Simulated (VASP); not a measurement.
Input of a VASP 6.6.1 run:

The input INCAR:

```
SYSTEM = CdTe
PREC = Accurate
ENCUT = 520
EDIFF = 1E-6
ISMEAR = -1
SIGMA = 0.02
LREAL = .FALSE.
LASPH = .TRUE.
NELM = 80
ALGO = Normal
ISIF = 2
LWAVE = .FALSE.
LCHARG = .TRUE.
GGA = PE
LELF = .TRUE.
LVHAR = .TRUE.
NBANDS = 16
```

Contents of KPOINTS:

```
Automatic mesh
0
G
  12 12 12
  0 0 0
```

The input POSCAR:

```
CdTe
1.0
    0.0000000000      3.1400000000      3.1400000000
    3.1400000000      0.0000000000      3.1400000000
    3.1400000000      3.1400000000      0.0000000000
Cd Te
1 1
Direct
    0.0000000000      0.0000000000      0.0000000000
    0.2500000000      0.2500000000      0.2500000000
```

Potentials or basis: VASP PAW PBE potentials, release 64 (Cd, Te).

Command:

```bash
$ cat potpaw_PBE.64/Cd/POTCAR potpaw_PBE.64/Te/POTCAR > POTCAR
$ mpirun -np 1 vasp_std > vasp.out
```

(1) Predict the pressure.

(2) Estimate the band gap on the k mesh.

Answers

(1) 8.2 GPa.

(2) 1.07 eV.

Caveat: the cell stands under pressure; spin-orbit coupling is left out, which moves the levels of the heavy elements.
